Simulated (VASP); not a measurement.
Set up this calculation in VASP 6.6.1, as the native input.

| Item | Value |
| --- | --- |
| Task | single point |
| Functional | PBE |
| Potentials or basis | VASP PAW PBE potentials, release 64 (K_sv) |
| Cutoff | 520 eV |
| k mesh | 14 × 14 × 14 |
| Occupations | gaussian, width 0.15 eV |
| Spin | no spin polarisation |
| Dipole correction | no |
| Further INCAR settings | ALGO = Fast; EDIFF = 1e-07; NBANDS = 10 |

The structure of K lies in POSCAR:

```
K
1.0
   -2.3987695363      2.3987695363      3.1184003972
    2.3987695363     -2.3987695363      3.1184003972
    2.3987695363      2.3987695363     -3.1184003972
K
1
Direct
    0.0000000000      0.0000000000      0.0000000000
```

This cell differs from its parent crystal: ratio of the length along z to the lengths across it x 1.3, volume and fractional coordinates fixed.

These files were run (other wordings do the same):

INCAR

```
SYSTEM = K
PREC = Accurate
ENCUT = 520
EDIFF = 1E-7
ISMEAR = 0
SIGMA = 0.15
LREAL = .False.
LASPH = .True.
NELM = 80
ALGO = Fast
ISIF = 2
LWAVE = .False.
LCHARG = .True.
GGA = PE
LELF = .True.
LVHAR = .True.
NBANDS = 10
```

KPOINTS

```
Automatic mesh
0
Gamma
  14 14 14
  0 0 0
```

Potentials or basis: VASP PAW PBE potentials, release 64 (K_sv).

The run is started by

```sh
$ cat potpaw_PBE.64/K_sv/POTCAR > POTCAR
$ mpirun -np 1 vasp_std > vasp.out
```

Results of the run:

```
Pressure               : 0.1 GPa
Band gap on the k mesh : zero (an odd number of electrons rules out a gap without spin polarisation)
```

Run time: 4.7 min on 1 thread of Intel Xeon 8259CL, with other jobs on the host, peak memory 0.32 GiB.
